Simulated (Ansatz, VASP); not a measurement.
**One calculation of Si2Cl, two programs**

```
Si Cl
1.0
     0.00000    3.15950    3.15950
     3.15950    0.00000    3.15950
     3.15950    3.15950    0.00000
Si Cl
2 1
Direct
  0.25000 0.25000 0.25000
  0.75000 0.75000 0.75000
  0.00000 0.00000 0.00000
```

Change from the starting cell: species swapped into the Al2Au type (Fm-3m, No. 225).

Alike in both runs: functional PBE; k mesh 12 × 12 × 12; occupations gaussian, width 0.1 eV; no spin polarisation.

Ansatz relaxed the structure, and its values are those at the end. VASP's run is a single point on that final structure, the one shown.

|  | VASP | Ansatz |
| --- | --- | --- |
| version | VASP 6.6.1 | Ansatz 0.2.0 |
| potentials or method | VASP PAW PBE potentials, release 64 (Si, Cl), cutoff 520 eV | scalar-relativistic, plane waves, PAW |
| valence electrons in the cell | 15 | 15 |

|  | VASP | Ansatz | Ansatz less VASP |
| --- | --- | --- | --- |
| gap on the k mesh at the Fermi level (eV) | none | none | - |
| pressure (GPa) | 0.1 | 0.0 | -0.05 |

A gap of «none» marks a metal or a gap that the smearing closes.
